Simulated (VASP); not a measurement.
# W (Fm-3m) in VASP: notebook

Runs on W. Level: BLYP. Tasks: single point.

Program: VASP 6.6.1. These are calculated values, not measurements. Logs are shortened: lines on timing, memory, paths and dates and some standing lists are left out, and cuts for length are marked.

### 1 The cell of the first run

The structure is cubic, space group Fm-3m (No. 225). Conventional cell: a = 4.084 Å, b = 4.084 Å, c = 4.084 Å, α = 90.00°, β = 90.00°, γ = 90.00°. Within 3.8 Å of W (site symmetry m-3m) lie 12 W at 2.89 Å.

### 2 Single point, BLYP

Contents of INCAR:

```
SYSTEM = W
AGGAC = 1.0
AGGAX = 1.0
ALDAC = 0.0
ALDAX = 1.0
ALGO = Normal
EDIFF = 1E-6
ENCUT = 520
GGA = B5
ISIF = 2
ISMEAR = -1
LASPH = .TRUE.
LCHARG = .TRUE.
LELF = .TRUE.
LREAL = .FALSE.
LVHAR = .TRUE.
LWAVE = .FALSE.
NBANDS = 13
NELM = 100
PREC = Accurate
SIGMA = 0.1
```

Contents of KPOINTS:

```
k-points
0
G
  14 14 14
  0 0 0
```

Contents of POSCAR:

```
W
1.0
    0.0000000000      2.0418114447      2.0418114447
    2.0418114447      0.0000000000      2.0418114447
    2.0418114447      2.0418114447      0.0000000000
W
1
Direct
    0.0000000000      0.0000000000      0.0000000000
```

Potentials or basis: VASP PAW PBE potentials, release 64 (W_sv).

The run is started by

```console
$ cat potpaw_PBE.64/W_sv/POTCAR > POTCAR
$ mpirun -np 1 vasp_std > vasp.out
```

OUTCAR:

```text
SYSTEM = W
   EDIFF = 1E-6
   ENCUT = 520
   GGA = B5
   ISIF = 2
   ISMEAR = -1
   LASPH = .TRUE.
   LREAL = .FALSE.
   NELM = 100
   PREC = Accurate

 ion  position               nearest neighbor table
   1  0.000  0.000  0.000-

  LATTYP: Found a face centered cubic cell.
 ALAT       =     4.0836228894

  Lattice vectors:

 A1 = (   0.0000000000,   2.0418114447,   2.0418114447)
 A2 = (   2.0418114447,   0.0000000000,   2.0418114447)
 A3 = (   2.0418114447,   2.0418114447,   0.0000000000)

Analysis of symmetry for initial positions (statically):
=====================================================================
 Subroutine PRICEL returns:
 Original cell was already a primitive cell.

 Routine SETGRP: Setting up the symmetry group for a
 face centered cubic supercell.

 Subroutine GETGRP returns: Found 48 space group operations
 (whereof 48 operations were pure point group operations)
 out of a pool of 48 trial point group operations.

The static configuration has the point symmetry O_h .

Analysis of symmetry for dynamics (positions and initial velocities):
=====================================================================
 Subroutine PRICEL returns:
 Original cell was already a primitive cell.

 Routine SETGRP: Setting up the symmetry group for a
 face centered cubic supercell.

 Subroutine GETGRP returns: Found 48 space group operations
 (whereof 48 operations were pure point group operations)
 out of a pool of 48 trial point group operations.

The dynamic configuration has the point symmetry O_h .

 Subroutine INISYM returns: Found 48 space group operations
 (whereof 48 operations are pure point group operations),
 and found     1 'primitive' translations

----------------------------------------------------------------------------------------

                                     Primitive cell

  volume of cell :      17.0246

  direct lattice vectors                    reciprocal lattice vectors
     0.000000000  2.041811445  2.041811445    -0.244880594  0.244880594  0.244880594
     2.041811445  0.000000000  2.041811445     0.244880594 -0.244880594  0.244880594
     2.041811445  2.041811445  0.000000000     0.244880594  0.244880594 -0.244880594

  length of vectors
     2.887557437  2.887557437  2.887557437     0.424145631  0.424145631  0.424145631

  position of ions in fractional coordinates (direct lattice)
     0.000000000  0.000000000  0.000000000

  ion indices of the primitive-cell ions
   primitive index   ion index
                 1           1

----------------------------------------------------------------------------------------

 KPOINTS: k-points

Automatic generation of k-mesh.
 Grid dimensions read from file:
 generate k-points for:   14   14   14

 Generating k-lattice:

  Cartesian coordinates                     Fractional coordinates (reciprocal lattice)
    -0.017491471  0.017491471  0.017491471     0.071428571  0.000000000  0.000000000
     0.017491471 -0.017491471  0.017491471     0.000000000  0.071428571  0.000000000
     0.017491471  0.017491471 -0.017491471     0.000000000  0.000000000  0.071428571

  Length of vectors
     0.030296117  0.030296117  0.030296117

  Shift w.r.t. Gamma in fractional coordinates (k-lattice)
     0.000000000  0.000000000  0.000000000

 Subroutine IBZKPT returns following result:
 ===========================================

 Found    104 irreducible k-points:

 Following reciprocal coordinates:
            Coordinates               Weight
  0.000000  0.000000  0.000000      1.000000
  0.071429  0.000000  0.000000      8.000000
  0.142857  0.000000  0.000000      8.000000
  0.214286  0.000000  0.000000      8.000000
  0.285714  0.000000  0.000000      8.000000
  0.357143  0.000000  0.000000      8.000000
[... 16 lines left out ...]
  0.214286  0.142857  0.000000     24.000000
  0.285714  0.142857  0.000000     24.000000
 [... further k-points ...]
   k-points           NKPTS =    104   k-points in BZ     NKDIM =    104   number of bands    NBANDS=     13
   number of dos      NEDOS =    301   number of ions     NIONS =      1
   total plane-waves  NPLWV =  13824
   dimension x,y,z NGX =    24 NGY =   24 NGZ =   24
   dimension x,y,z NGXF=    48 NGYF=   48 NGZF=   48
   ions per type =               1
   NGX,Y,Z   is equivalent  to a cutoff of  13.82, 13.82, 13.82 a.u.
   NGXF,Y,Z  is equivalent  to a cutoff of  27.64, 27.64, 27.64 a.u.
 SYSTEM =  W
   PREC   = accura    normal or accurate (medium, high low for compatibility)
   ISTART =      0    job   : 0-new  1-cont  2-samecut
   ICHARG =      2    charge: 1-file 2-atom 10-const
   ISPIN  =      1    spin polarized calculation?
   LNONCOLLINEAR =      F non collinear calculations
   LSORBIT =      F    spin-orbit coupling
   LASPH  =      T    aspherical Exc in radial PAW
   ENCUT  =  520.0 eV  38.22 Ry    6.18 a.u.   5.37  5.37  5.37*2*pi/ulx,y,z
   NELM   =    100;   NELMIN=  2; NELMDL= -5     # of ELM steps
   EDIFF  = 0.1E-05   stopping-criterion for ELM
   LREAL  =      F    real-space projection
   EDIFFG = 0.1E-04   stopping-criterion for IOM
   NSW    =      0    number of steps for IOM
   IBRION =     -1    ionic relax: 0-MD 1-quasi-New 2-CG
   NFREE  =      0    steps in history (QN), initial steepest desc. (CG)
   ISIF   =      2    stress and relaxation
   ISYM   =      2    0-nonsym 1-usesym 2-fastsym
   POTIM  = 0.5000    time-step for ionic-motion
   TEBEG  =    0.0;   TEEND  =   0.0 temperature during run
   PSTRESS=    0.0 pullay stress
   NELECT =      14.0000    total number of electrons
   NUPDOWN=      -1.0000    fix difference up-down
   EMIN   =  10.00;   EMAX   =-10.00  energy-range for DOS
   EFERMI =   0.00;   METHOD = LEGACY
   ISMEAR =    -1;   SIGMA  =   0.10  broadening in eV -4-tet -1-fermi 0-gaus
   EFERMI_NEDOS =   21; number of points for ismear=-14 and -15
   IALGO  =     38    algorithm
   IMIX   =      4    mixing-type and parameters
     AMIX     =   0.40;   BMIX     =  1.00
     AMIX_MAG =   1.60;   BMIX_MAG =  1.00
  volume/ion in A,a.u.               =      17.02       114.89
  Fermi-wavevector in a.u.,A,eV,Ry     =   1.533764  2.898394 32.006781  2.352432
  Thomas-Fermi vector in A             =   2.640786
   LORBIT       =      0    0 simple, 1 ext, 2 COOP (PROOUT), +10 PAW based schemes
   GGA     = B5    functional components
   LHFCALC =     F    Hartree Fock is set to
   AEXX    =    0.0000 exact exchange contribution
   IVDW    =     0    specifies the selected vdW correction
   LEPSILON=     F    determine dielectric tensor
   LRPA    =     F    only Hartree local field effects (RPA)
 non-spin polarized calculation
  energy-cutoff  :      520.00
  volume of cell :       17.02
 maximum number of plane-waves:       471
 NGX is ok and might be reduce to    24
   NGX = 11   NGY = 11   NGZ = 11

 number of electron      14.0000001 magnetization

 Free energy of the ion-electron system (eV)
  ---------------------------------------------------
  ext. energy  EPLUGINS =         0.00000000
  ---------------------------------------------------
  free energy    TOTEN  =       -10.85703087 eV

  energy without entropy =      -10.81540508  energy(sigma->0) =      -10.83621797

 E-fermi :  10.5379     XC(G=0): -12.5868

 val. band max:       10.5243494685   @ k =   0.2143   0.1429   0.0714
 cond. band min:      10.5461098265   @ k =   0.2857   0.0714   0.0000
 fundamental gap:      0.0217603581
 Fermi energy:        10.5379004484

 k-point     1 :       0.0000    0.0000    0.0000
  band No.  band energies     occupation
      1     -62.7508      2.00000
      2     -26.6958      2.00000
      3     -26.6958      2.00000
      4     -26.6958      2.00000
      5       1.9506      2.00000
      6       9.9677      1.99334
      7       9.9677      1.99334
      8       9.9677      1.99334
      9      12.9033      0.00000
     10      12.9033      0.00000
     11      23.4534      0.00000
     12      28.5176      0.00000
     13      28.5176      0.00000

 k-point     2 :       0.0714    0.0000    0.0000
  band No.  band energies     occupation
      1     -62.7463      2.00000
      2     -26.7502      2.00000
      3     -26.7029      2.00000
      4     -26.7029      2.00000
      5       2.1657      2.00000
      6       9.8116      1.99860
      7      10.0667      1.98218
      8      10.0667      1.98218
      9      12.8190      0.00000
     10      12.8190      0.00000
     11      23.8758      0.00000
     12      27.6274      0.00000
     13      28.9147      0.00000

 k-point     3 :       0.1429    0.0000    0.0000
  band No.  band energies     occupation
      1     -62.7334      2.00000
      2     -26.9004      2.00000
      3     -26.7226      2.00000
      4     -26.7226      2.00000
      5       2.7722      2.00000
      6       9.4471      1.99996
      7      10.2953      1.83761
      8      10.2953      1.83761
      9      12.6758      0.00000
     10      12.6758      0.00000
     11      24.8689      0.00000
     12      26.2310      0.00000
     13      30.0457      0.00000
[... 305 lines left out ...]
 k-point    23 :       0.2143    0.1429    0.0000
  band No.  band energies     occupation
      1     -62.7136      2.00000
      2     -27.0322      2.00000
      3     -26.8036      2.00000
      4     -26.7952      2.00000
      5       3.7213      2.00000
      6       8.6187      2.00000
      7      10.7190      0.28112
      8      10.9673      0.02694
      9      11.6053      0.00005
     10      13.4773      0.00000
     11      26.4142      0.00000
     12      26.9009      0.00000
     13      29.5639      0.00000

 k-point    24 :       0.2857    0.1429    0.0000
  band No.  band energies     occupation
      1     -62.6955      2.00000
      2     -27.2201      2.00000
      3     -26.8388      2.00000
      4     -26.8281      2.00000
      5       4.5848      2.00000
      6       8.3615      2.00000
      7      10.1934      1.93817
      8      11.0821      0.00862
      9      12.3928      0.00000
     10      13.9054      0.00000
     11      25.1266      0.00000
     12      27.8693      0.00000
     13      30.0275      0.00000

 [... further k-points ...]

------------------------ aborting loop because EDIFF is reached ----------------------------------------

  FORCE on cell =-STRESS in cart. coord.  units (eV):
  Direction    XX          YY          ZZ          XY          YZ          ZX
  --------------------------------------------------------------------------------------
  -------------------------------------------------------------------------------------
  Total        0.1510779      0.1510779      0.1510779     -0.0000000     -0.0000000      0.0000000
  in kB       14.2178700     14.2178700     14.2178700     -0.0000000     -0.0000000      0.0000000
  external PRESSURE =      14.2178700 kB  Pullay stress =       0.0000000 kB

 VOLUME and BASIS-vectors are now :
 -----------------------------------------------------------------------------
  energy-cutoff  :      520.00
  volume of cell :       17.02
      direct lattice vectors                 reciprocal lattice vectors
     0.000000000  2.041811445  2.041811445    -0.244880594  0.244880594  0.244880594
     2.041811445  0.000000000  2.041811445     0.244880594 -0.244880594  0.244880594
     2.041811445  2.041811445  0.000000000     0.244880594  0.244880594 -0.244880594

 POSITION                                       TOTAL-FORCE (eV/Angst)
 -----------------------------------------------------------------------------------
      0.00000      0.00000      0.00000        -0.000000     -0.000000     -0.000000
 -----------------------------------------------------------------------------------
    total drift:                               -0.000000      0.000000      0.000000

  FREE ENERGIE OF THE ION-ELECTRON SYSTEM (eV)
  ---------------------------------------------------
  free  energy   TOTEN  =       -10.8570308710 eV

  energy  without entropy=      -10.8154050754  energy(sigma->0) =      -10.83621797
```

It took 21 s on 1 thread of Intel Xeon 6975P-C, shared host; peak memory 0.15 GiB.

Results:

```
Free energy            : -10.8570 eV
Pressure               : 1.4 GPa
Band gap on the k mesh : zero (band 7 reaches 13.66 eV, above the bottom of band 8 at 9.97 eV)
```

Levels at points of the mesh, in eV from the Fermi level:
| k point | band 3 | band 4 | band 5 | band 6 | band 7 | band 8 | band 9 | band 10 | band 11 | band 12 |
| --- | --- | --- | --- | --- | --- | --- | --- | --- | --- | --- |
| (0.00, 0.00, 0.00) | -37.23 | -37.23 | -8.59 | -0.57 | -0.57 | -0.57 | 2.37 | 2.37 | 12.92 | 17.98 |
| (0.50, 0.00, 0.00) | -37.37 | -37.37 | -5.34 | -0.76 | -0.76 | 0.85 | 4.70 | 4.70 | 9.74 | 12.60 |
| (0.50, 0.50, 0.00) | -37.61 | -37.61 | -5.15 | -4.30 | 3.12 | 4.66 | 5.38 | 5.38 | 11.65 | 11.65 |

Caveat: the PAW data sets were made with another functional, which shifts forces and pressure a little; spin-orbit coupling is left out, which moves the levels of the heavy elements.

[end of part 1 of 2]
